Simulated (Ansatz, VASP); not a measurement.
# GaN in VASP and in Ansatz

File POSCAR:

```
GaN
1.0
    3.1194349692      0.0000000000      0.0000000000
   -1.5597174846      2.7015099288      0.0000000000
    0.0000000000      0.0000000000      5.2332845173
Ga N
2 2
Direct
    0.6666666667      0.3333333333      0.5016746301
    0.3333333333      0.6666666667      1.0016746301
    0.6666666667      0.3333333333      0.8733253699
    0.3333333333      0.6666666667      0.3733253699
```

INCAR.step1

```
SYSTEM = GaN
PREC = Accurate ; ENCUT = 520
ISMEAR = 0 ; SIGMA = 0.02
LREAL = .FALSE. ; LASPH = .TRUE.
NELM = 80 ; NBANDS = 26
GGA = PE ; ALGO = Normal
EDIFF = 1E-4 ; LWAVE = .TRUE.
LCHARG = .FALSE.
```

INCAR.step2

```
SYSTEM = GaN
PREC = Accurate ; ENCUT = 520
EDIFF = 1E-6 ; ISMEAR = 0
SIGMA = 0.02 ; LREAL = .FALSE.
LASPH = .TRUE. ; NELM = 80
ALGO = Normal ; ISIF = 2
LWAVE = .FALSE. ; LCHARG = .FALSE.
METAGGA = R2SCAN ; LMIXTAU = .TRUE.
NBANDS = 26 ; ISTART = 1
```

KPOINTS

```
regular mesh
0
G
  12 12 6
  0 0 0
```

Input for Ansatz:

```yaml
crystal:
  lattice:
    - [3.1194349692, 0.0, 0.0]
    - [-1.5597174846, 2.7015099288, 0.0]
    - [0.0, 0.0, 5.2332845173]
  atoms:
    - { symbol: Ga, position: [0.6666666667, 0.3333333333, 0.5016746301] }
    - { symbol: Ga, position: [0.3333333333, 0.6666666667, 1.0016746301] }
    - { symbol: "N", position: [0.6666666667, 0.3333333333, 0.8733253699] }
    - { symbol: "N", position: [0.3333333333, 0.6666666667, 0.3733253699] }
basis:
  ecutwfc: 500
kpoints:
  mp_grid: { grid: [12, 12, 6] }
  band_path: { path: [VBM, CBM], npoints: 2 }
hamiltonian:
  xc: r2scan
scf:
  occupations: { method: gaussian, width: 0.02 }
output:
  forces: true
  stress: true
  eigenvalues: true
checkpoint:
  read: start.run
  write: ck
  compress: false
  write_wavefunctions: false
  write_every: 100000
```

Alike in both runs: task single point; functional r2SCAN; k mesh 12 × 12 × 6; occupations gaussian, width 0.02 eV; no spin polarisation.

|  | VASP | Ansatz |
| --- | --- | --- |
| version | VASP 6.6.1 | Ansatz 0.2.0 |
| potentials or method | VASP PAW PBE potentials, release 64 (Ga_d, N), cutoff 520 eV | scalar-relativistic, plane waves, PAW |
| valence electrons in the cell | 36 | 36 |

```tsv
	VASP	Ansatz	Ansatz less VASP
gap on the k mesh at the Fermi level (eV)	2.41	2.42	+0.010
least direct gap on the mesh (eV)	2.41	2.42	+0.010
pressure (GPa)	7.6	6.5	-1.17
traceless stress, the component that is largest in VASP (GPa)	-6.54	-6.47	+0.070
rms of the force components (eV/Å)	0.009	0.000	-0.0094
```

VASP's potentials were made for PBE, not for r2SCAN. Atom by atom the forces differ by 0.009 eV/Å (rms over components).
